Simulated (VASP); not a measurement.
# Rb (I4/mmm) in VASP: further runs

Runs on Rb. Level: PBE. Tasks: single point.

Program: VASP 6.6.1. These are calculated values, not measurements. Logs are shortened: lines on timing, memory, paths and dates and some standing lists are left out, and cuts for length are marked.

**1. The cell of the first run**

It takes space group I4/mmm (No. 139, tetragonal). The conventional cell has a = 6.061 Å, b = 6.061 Å, c = 5.612 Å, α = 90.00°, β = 90.00°, γ = 90.00°.

**2. Single point, PBE (strain +0.080 along x and y, +0.000 along z)**

INCAR

```
  ALGO = Fast
  EDIFF = 1E-6
  ENCUT = 520
  GGA = PE
  ISIF = 2
  ISMEAR = 0
  LASPH = True
  LCHARG = False
  LREAL = False
  LWAVE = False
  NBANDS = 10
  NELM = 80
  PREC = Accurate
  SIGMA = 0.15
```

KPOINTS

```
k-points
0
Gamma
  12 12 12
```

POSCAR

```
Rb
1.0
   -3.0304800000      3.0304800000      2.8060000000
    3.0304800000     -3.0304800000      2.8060000000
    3.0304800000      3.0304800000     -2.8060000000
Rb
1
Direct
    0.0000000000      0.0000000000      0.0000000000
```

Potentials or basis: VASP PAW PBE potentials, release 64 (Rb_sv).

The run is started by

```bash
cat potpaw_PBE.64/Rb_sv/POTCAR > POTCAR
mpirun -np 1 vasp_std > vasp.out
```

OUTCAR:

```text
EDIFF = 1E-6
   ENCUT = 520
   GGA = PE
   ISIF = 2
   ISMEAR = 0
   LASPH = True
   LREAL = False
   NELM = 80
   PREC = Accurate

 ion  position               nearest neighbor table
   1  0.000  0.000  0.000-

  LATTYP: Found a body centered tetragonal cell.
 ALAT       =     6.0609600000
 C/A-ratio  =     0.9259259259

  Lattice vectors:

 A1 = (  -3.0304800000,   3.0304800000,   2.8060000000)
 A2 = (   3.0304800000,  -3.0304800000,   2.8060000000)
 A3 = (   3.0304800000,   3.0304800000,  -2.8060000000)

Analysis of symmetry for initial positions (statically):
=====================================================================
 Subroutine PRICEL returns:
 Original cell was already a primitive cell.

 Routine SETGRP: Setting up the symmetry group for a
 body centered tetragonal supercell.

 Subroutine GETGRP returns: Found 16 space group operations
 (whereof 16 operations were pure point group operations)
 out of a pool of 16 trial point group operations.

The static configuration has the point symmetry D_4h.

Analysis of symmetry for dynamics (positions and initial velocities):
=====================================================================
 Subroutine PRICEL returns:
 Original cell was already a primitive cell.

 Routine SETGRP: Setting up the symmetry group for a
 body centered tetragonal supercell.

 Subroutine GETGRP returns: Found 16 space group operations
 (whereof 16 operations were pure point group operations)
 out of a pool of 16 trial point group operations.

The dynamic configuration has the point symmetry D_4h.

 Subroutine INISYM returns: Found 16 space group operations
 (whereof 16 operations are pure point group operations),
 and found     1 'primitive' translations

----------------------------------------------------------------------------------------

                                     Primitive cell

  volume of cell :     103.0791

  direct lattice vectors                    reciprocal lattice vectors
    -3.030480000  3.030480000  2.806000000     0.000000000  0.164990365  0.178189594
     3.030480000 -3.030480000  2.806000000     0.164990365  0.000000000  0.178189594
     3.030480000  3.030480000 -2.806000000     0.164990365  0.164990365  0.000000000

  length of vectors
     5.122621796  5.122621796  5.122621796     0.242844295  0.242844295  0.233331611

  position of ions in fractional coordinates (direct lattice)
     0.000000000  0.000000000  0.000000000

  ion indices of the primitive-cell ions
   primitive index   ion index
                 1           1

----------------------------------------------------------------------------------------

 KPOINTS: k-points

Automatic generation of k-mesh.
 Grid dimensions read from file:
 generate k-points for:   12   12   12

 Generating k-lattice:

  Cartesian coordinates                     Fractional coordinates (reciprocal lattice)
     0.000000000  0.013749197  0.014849133     0.083333333  0.000000000 -0.000000000
     0.013749197  0.000000000  0.014849133     0.000000000  0.083333333 -0.000000000
     0.013749197  0.013749197  0.000000000     0.000000000  0.000000000  0.083333333

  Length of vectors
     0.020237025  0.020237025  0.019444301

  Shift w.r.t. Gamma in fractional coordinates (k-lattice)
     0.000000000  0.000000000  0.000000000

 Subroutine IBZKPT returns following result:
 ===========================================

 Found    163 irreducible k-points:

 Following reciprocal coordinates:
            Coordinates               Weight
  0.000000  0.000000  0.000000      1.000000
  0.083333  0.000000  0.000000      8.000000
  0.166667  0.000000  0.000000      8.000000
  0.250000  0.000000 -0.000000      8.000000
  0.333333  0.000000 -0.000000      8.000000
  0.416667  0.000000 -0.000000      8.000000
[... 16 lines left out ...]
  0.500000  0.166667  0.000000     16.000000
 -0.416667  0.166667  0.000000     16.000000
 [... further k-points ...]
   k-points           NKPTS =    163   k-points in BZ     NKDIM =    163   number of bands    NBANDS=     10
   number of dos      NEDOS =    301   number of ions     NIONS =      1
   total plane-waves  NPLWV =  64000
   dimension x,y,z NGX =    40 NGY =   40 NGZ =   40
   dimension x,y,z NGXF=    80 NGYF=   80 NGZF=   80
   ions per type =               1
   NGX,Y,Z   is equivalent  to a cutoff of  12.98, 12.98, 12.98 a.u.
   NGXF,Y,Z  is equivalent  to a cutoff of  25.96, 25.96, 25.96 a.u.
 SYSTEM =  unknown system
   PREC   = accura    normal or accurate (medium, high low for compatibility)
   ISTART =      0    job   : 0-new  1-cont  2-samecut
   ICHARG =      2    charge: 1-file 2-atom 10-const
   ISPIN  =      1    spin polarized calculation?
   LNONCOLLINEAR =      F non collinear calculations
   LSORBIT =      F    spin-orbit coupling
   LASPH  =      T    aspherical Exc in radial PAW
   ENCUT  =  520.0 eV  38.22 Ry    6.18 a.u.   9.52  9.52  9.52*2*pi/ulx,y,z
   NELM   =     80;   NELMIN=  2; NELMDL= -5     # of ELM steps
   EDIFF  = 0.1E-05   stopping-criterion for ELM
   LREAL  =      F    real-space projection
   EDIFFG = 0.1E-04   stopping-criterion for IOM
   NSW    =      0    number of steps for IOM
   IBRION =     -1    ionic relax: 0-MD 1-quasi-New 2-CG
   NFREE  =      0    steps in history (QN), initial steepest desc. (CG)
   ISIF   =      2    stress and relaxation
   ISYM   =      2    0-nonsym 1-usesym 2-fastsym
   POTIM  = 0.5000    time-step for ionic-motion
   TEBEG  =    0.0;   TEEND  =   0.0 temperature during run
   PSTRESS=    0.0 pullay stress
   NELECT =       9.0000    total number of electrons
   NUPDOWN=      -1.0000    fix difference up-down
   EMIN   =  10.00;   EMAX   =-10.00  energy-range for DOS
   EFERMI =   0.00;   METHOD = LEGACY
   ISMEAR =     0;   SIGMA  =   0.15  broadening in eV -4-tet -1-fermi 0-gaus
   EFERMI_NEDOS =   21; number of points for ismear=-14 and -15
   IALGO  =     68    algorithm
   IMIX   =      4    mixing-type and parameters
     AMIX     =   0.40;   BMIX     =  1.00
     AMIX_MAG =   1.60;   BMIX_MAG =  1.00
  volume/ion in A,a.u.               =     103.08       695.61
  Fermi-wavevector in a.u.,A,eV,Ry     =   0.726271  1.372454  7.176663  0.527470
  Thomas-Fermi vector in A             =   1.817202
   LORBIT       =      0    0 simple, 1 ext, 2 COOP (PROOUT), +10 PAW based schemes
   GGA     = PE    functional components
   LHFCALC =     F    Hartree Fock is set to
   AEXX    =    0.0000 exact exchange contribution
   IVDW    =     0    specifies the selected vdW correction
   LEPSILON=     F    determine dielectric tensor
   LRPA    =     F    only Hartree local field effects (RPA)
 non-spin polarized calculation
 RMM-DIIS sequential band-by-band and
 Gauss-broadening in eV      SIGMA  =   0.15
  energy-cutoff  :      520.00
  volume of cell :      103.08
 maximum number of plane-waves:      2843
 NGX is ok and might be reduce to    40
   NGX = 19   NGY = 19   NGZ = 19

 number of electron       9.0000000 magnetization

 Free energy of the ion-electron system (eV)
  ---------------------------------------------------
  ext. energy  EPLUGINS =         0.00000000
  ---------------------------------------------------
  free energy    TOTEN  =        -0.92942273 eV

  energy without entropy =       -0.91835308  energy(sigma->0) =       -0.92388791

 E-fermi :  -0.2517     XC(G=0):  -5.1758

 val. band max:       -0.2542303175   @ k =  -0.4167   0.4167   0.1667
 cond. band min:      -0.2510190020   @ k =   0.3333   0.0833   0.0833
 fundamental gap:      0.0032113155
 Fermi energy:        -0.2517255386

 k-point     1 :       0.0000    0.0000    0.0000
  band No.  band energies     occupation
      1     -29.2248      2.00000
      2     -13.2765      2.00000
      3     -13.2765      2.00000
      4     -13.2759      2.00000
      5      -2.0597      2.00000
      6       3.0779      0.00000
      7       3.4508      0.00000
      8       3.4508      0.00000
      9       3.9071      0.00000
     10       4.4121      0.00000

 k-point     2 :       0.0833    0.0000    0.0000
  band No.  band energies     occupation
      1     -29.2246      2.00000
      2     -13.2804      2.00000
      3     -13.2780      2.00000
      4     -13.2764      2.00000
      5      -1.9840      2.00000
      6       3.0444      0.00000
      7       3.3095      0.00000
      8       3.4254      0.00000
      9       3.8713      0.00000
     10       4.2616      0.00000

 k-point     3 :       0.1667    0.0000    0.0000
  band No.  band energies     occupation
      1     -29.2242      2.00000
      2     -13.2917      2.00000
      3     -13.2820      2.00000
      4     -13.2767      2.00000
      5      -1.7609      2.00000
      6       2.8309      0.00000
      7       2.8561      0.00000
      8       3.5301      0.00000
      9       3.9067      0.00000
     10       4.1246      0.00000

 k-point     4 :       0.2500    0.0000   -0.0000
  band No.  band energies     occupation
      1     -29.2236      2.00000
      2     -13.3070      2.00000
      3     -13.2874      2.00000
      4     -13.2772      2.00000
      5      -1.4022      2.00000
      6       2.2169      0.00000
      7       2.5973      0.00000
      8       3.8065      0.00000
      9       3.9977      0.00000
     10       4.1014      0.00000

 k-point     5 :       0.3333    0.0000   -0.0000
  band No.  band energies     occupation
      1     -29.2231      2.00000
      2     -13.3222      2.00000
      3     -13.2928      2.00000
      4     -13.2777      2.00000
      5      -0.9285      2.00000
      6       1.5909      0.00000
      7       2.3775      0.00000
      8       4.0405      0.00000
      9       4.1200      0.00000
     10       4.1977      0.00000

 k-point     6 :       0.4167    0.0000   -0.0000
  band No.  band energies     occupation
      1     -29.2226      2.00000
      2     -13.3332      2.00000
      3     -13.2968      2.00000
      4     -13.2781      2.00000
      5      -0.3762      1.75925
      6       0.9714      0.00000
      7       2.2363      0.00000
      8       3.8668      0.00000
      9       4.2974      0.00000
     10       4.6549      0.00000
[... 183 lines left out ...]
 k-point    21 :       0.3333    0.1667    0.0000
  band No.  band energies     occupation
      1     -29.2225      2.00000
      2     -13.3302      2.00000
      3     -13.3004      2.00000
      4     -13.2832      2.00000
      5      -0.1431      0.30597
      6       1.0249      0.00000
      7       1.8896      0.00000
      8       3.4945      0.00000
      9       4.1180      0.00000
     10       4.8885      0.00000

 k-point    22 :       0.4167    0.1667   -0.0000
  band No.  band energies     occupation
      1     -29.2224      2.00000
      2     -13.3320      2.00000
      3     -13.3029      2.00000
      4     -13.2828      2.00000
      5       0.2822      0.00000
      6       0.6007      0.00000
      7       1.8244      0.00000
      8       3.3917      0.00000
      9       4.3145      0.00000
     10       4.7218      0.00000

 k-point    23 :       0.5000    0.1667    0.0000
  band No.  band energies     occupation
      1     -29.2225      2.00000
      2     -13.3290      2.00000
      3     -13.3009      2.00000
      4     -13.2820      2.00000
      5      -0.2312      0.84682
      6       1.1149      0.00000
      7       1.8683      0.00000
      8       3.5057      0.00000
      9       4.2007      0.00000
     10       4.6566      0.00000

 k-point    24 :      -0.4167    0.1667    0.0000
  band No.  band energies     occupation
      1     -29.2229      2.00000
      2     -13.3220      2.00000
      3     -13.2951      2.00000
      4     -13.2808      2.00000
      5      -0.7770      2.00000
      6       1.6363      0.00000
      7       2.0578      0.00000
      8       3.7767      0.00000
      9       3.9353      0.00000
     10       4.5861      0.00000

 [... further k-points ...]
[... 5 lines left out ...]
  --------------------------------------------------------------------------------------
  -------------------------------------------------------------------------------------
  Total       -0.1801628     -0.1801628     -0.1625431      0.0000000      0.0000000      0.0000000
  in kB       -2.8003046     -2.8003046     -2.5264371      0.0000000      0.0000000      0.0000000
  external PRESSURE =      -2.7090154 kB  Pullay stress =       0.0000000 kB

 VOLUME and BASIS-vectors are now :
 -----------------------------------------------------------------------------
  energy-cutoff  :      520.00
  volume of cell :      103.08
      direct lattice vectors                 reciprocal lattice vectors
    -3.030480000  3.030480000  2.806000000     0.000000000  0.164990365  0.178189594
     3.030480000 -3.030480000  2.806000000     0.164990365  0.000000000  0.178189594
     3.030480000  3.030480000 -2.806000000     0.164990365  0.164990365  0.000000000

 POSITION                                       TOTAL-FORCE (eV/Angst)
 -----------------------------------------------------------------------------------
      0.00000      0.00000      0.00000         0.000000      0.000000     -0.000000
 -----------------------------------------------------------------------------------
    total drift:                               -0.000000     -0.000000     -0.000000

  FREE ENERGIE OF THE ION-ELECTRON SYSTEM (eV)
  ---------------------------------------------------
  free  energy   TOTEN  =        -0.9294227317 eV

  energy  without entropy=       -0.9183530818  energy(sigma->0) =       -0.92388791
```

Wall time 1.9 min (1 thread of Intel Xeon Platinum 8488C (Sapphire Rapids), shared host); peak memory 0.34 GiB.

What came out:

```
Free energy            : -0.9294 eV
Pressure               : -0.3 GPa
Band gap on the k mesh : zero (an odd number of electrons rules out a gap without spin polarisation)
```

Levels at points of the mesh, in eV from the Fermi level:
```csv
k point,band 1,band 2,band 3,band 4,band 5,band 6,band 7,band 8,band 9,band 10
"(0.00, 0.00, 0.00)",-28.97,-13.02,-13.02,-13.02,-1.81,3.33,3.70,3.70,4.16,4.66
"(0.50, 0.00, 0.00)",-28.97,-13.09,-13.05,-13.03,0.32,0.77,2.44,4.02,4.72,5.16
"(0.50, 0.50, 0.00)",-28.97,-13.09,-13.04,-13.02,0.16,0.61,2.83,3.86,4.80,5.10
"(0.50, 0.50, 0.50)",-28.97,-13.07,-13.07,-13.06,1.24,1.41,2.72,2.72,3.44,4.18
```

Caveat: the cell differs from its parent crystal (strain +0.080 along x and y, +0.000 along z).

**3. Single point, PBE (strain +0.040 along x and y, +0.080 along z)**

Changes to INCAR since step 2:

```diff
@@ -11,3 +11,3 @@
   NBANDS = 10
-  NELM = 80
+  NELM = 60
   PREC = Accurate
```

KPOINTS is that of step 2.

POSCAR

```
Rb
1.0
   -2.9182400000      2.9182400000      3.0304800000
    2.9182400000     -2.9182400000      3.0304800000
    2.9182400000      2.9182400000     -3.0304800000
Rb
1
Direct
    0.0000000000      0.0000000000      0.0000000000
```

Potentials or basis: VASP PAW PBE potentials, release 64 (Rb_sv).

The run is started by

```bash
cat potpaw_PBE.64/Rb_sv/POTCAR > POTCAR
mpirun -np 1 vasp_std > vasp.out
```

Run time: 1.8 min. Hardware: 1 thread of Intel Xeon Platinum 8488C (Sapphire Rapids), shared host; peak memory 0.33 GiB.

It converged, with:

```yaml
Free_energy: -0.9295 eV
Pressure: -0.3 GPa
Band_gap_on_the_k_mesh: zero (an odd number of electrons rules out a gap without spin polarisation)
```

Levels at points of the mesh, in eV from the Fermi level:
```csv
k point,band 3,band 4,band 5,band 6,band 7,band 8
"(0.00, 0.00, 0.00)",-13.02,-13.02,-1.81,3.51,3.51,3.68
"(0.50, 0.00, 0.00)",-13.04,-13.02,0.24,0.68,2.62,3.95
"(0.50, 0.50, 0.00)",-13.05,-13.03,0.31,0.76,2.44,4.05
"(0.50, 0.50, 0.50)",-13.07,-13.07,1.28,1.38,2.73,3.06
```

Caveat: the cell differs from its parent crystal (strain +0.040 along x and y, +0.080 along z).

**4. Single point, PBE (strain +0.080 along x and y, +0.040 along z)**

INCAR

```
SYSTEM = Rb
ALGO = Fast
EDIFF = 1E-6
ENCUT = 520
GGA = PE
ISIF = 2
ISMEAR = 0
LASPH = .True.
LCHARG = .False.
LREAL = .False.
LWAVE = .False.
NBANDS = 10
NELM = 60
PREC = Accurate
SIGMA = 0.15
```

KPOINTS

```
k-points
0
Gamma
  12 12 12
  0 0 0
```

POSCAR

```
Rb
1.0
   -3.0304800000      3.0304800000      2.9182400000
    3.0304800000     -3.0304800000      2.9182400000
    3.0304800000      3.0304800000     -2.9182400000
Rb
1
Direct
    0.0000000000      0.0000000000      0.0000000000
```

The run is started by

```bash
cat potpaw_PBE.64/Rb_sv/POTCAR > POTCAR
mpirun -np 1 vasp_std > vasp.out
```

Wall time 1.9 min (1 thread of Intel Xeon Platinum 8488C (Sapphire Rapids), shared host); peak memory 0.34 GiB.

The run converged. Its results:

```
Free energy            : -0.9220 eV
Pressure               : -0.3 GPa
Band gap on the k mesh : zero (an odd number of electrons rules out a gap without spin polarisation)
```

Levels at points of the mesh, in eV from the Fermi level:
| k point | band 2 | band 3 | band 4 | band 5 | band 6 | band 7 | band 8 | band 9 |
| --- | --- | --- | --- | --- | --- | --- | --- | --- |
| (0.00, 0.00, 0.00) | -13.05 | -13.05 | -13.05 | -1.76 | 3.41 | 3.58 | 3.58 | 4.23 |
| (0.50, 0.00, 0.00) | -13.10 | -13.07 | -13.05 | 0.29 | 0.71 | 2.49 | 3.93 | 4.67 |
| (0.50, 0.50, 0.00) | -13.11 | -13.07 | -13.05 | 0.22 | 0.64 | 2.67 | 3.85 | 4.82 |
| (0.50, 0.50, 0.50) | -13.09 | -13.09 | -13.09 | 1.31 | 1.39 | 2.75 | 2.75 | 3.09 |

Caveat: the cell differs from its parent crystal (strain +0.080 along x and y, +0.040 along z).

**5. Single point, PBE (strain -0.080 along x and y, -0.040 along z)**

INCAR

```
PREC = Accurate
ENCUT = 520
EDIFF = 1E-6
ISMEAR = 0
SIGMA = 0.15
LREAL = F
LASPH = T
NELM = 100
ALGO = Fast
ISIF = 2
LWAVE = F
LCHARG = F
GGA = PE
NBANDS = 10
```

KPOINTS

```
regular mesh
0
Gamma
  12 12 12
```

POSCAR

```
Rb
1.0
   -2.5815200000      2.5815200000      2.6937600000
    2.5815200000     -2.5815200000      2.6937600000
    2.5815200000      2.5815200000     -2.6937600000
Rb
1
Direct
    0.0000000000      0.0000000000      0.0000000000
```

The run is started by

```bash
cat potpaw_PBE.64/Rb_sv/POTCAR > POTCAR
mpirun -np 1 vasp_std > vasp.out
```

Wall time 68 s (1 thread of Intel Xeon Platinum 8488C (Sapphire Rapids), shared host); peak memory 0.27 GiB.

Results (log left out):

```
Free energy            : -0.8885 eV
Pressure               : 1.0 GPa
Band gap on the k mesh : zero (an odd number of electrons rules out a gap without spin polarisation)
```

Levels at points of the mesh, in eV from the Fermi level:
| k point | band 3 | band 4 | band 5 | band 6 | band 7 | band 8 |
| --- | --- | --- | --- | --- | --- | --- |
| (0.00, 0.00, 0.00) | -12.82 | -12.82 | -2.30 | 3.80 | 3.80 | 4.05 |
| (0.50, 0.00, 0.00) | -12.89 | -12.82 | 0.13 | 0.96 | 2.68 | 4.66 |
| (0.50, 0.50, 0.00) | -12.90 | -12.83 | 0.19 | 1.08 | 2.43 | 4.93 |
| (0.50, 0.50, 0.50) | -12.96 | -12.96 | 0.98 | 1.12 | 3.63 | 4.10 |

Caveat: the cell differs from its parent crystal (strain -0.080 along x and y, -0.040 along z).

**6. Overview**

| cell | gap on the mesh (eV) | pressure (GPa) |
| --- | --- | --- |
| a = 5.123 Å, angles 107.5, 107.5, 113.6°, 1 atom | none | -0.3 |
| a = 5.120 Å, angles 110.5, 110.5, 107.4°, 1 atom | none | -0.3 |
| a = 5.185 Å, angles 108.5, 108.5, 111.5°, 1 atom | none | -0.3 |
| a = 4.537 Å, angles 110.6, 110.6, 107.2°, 1 atom | none | 1.0 |

Alike in all rows: task single point; level PBE; potentials or basis VASP PAW PBE potentials, release 64 (Rb_sv); no spin polarisation; k mesh 12 × 12 × 12; cutoff (eV) 520; smearing gaussian 0.15 eV.

Absolute energies hang on the potentials; compare differences alone.
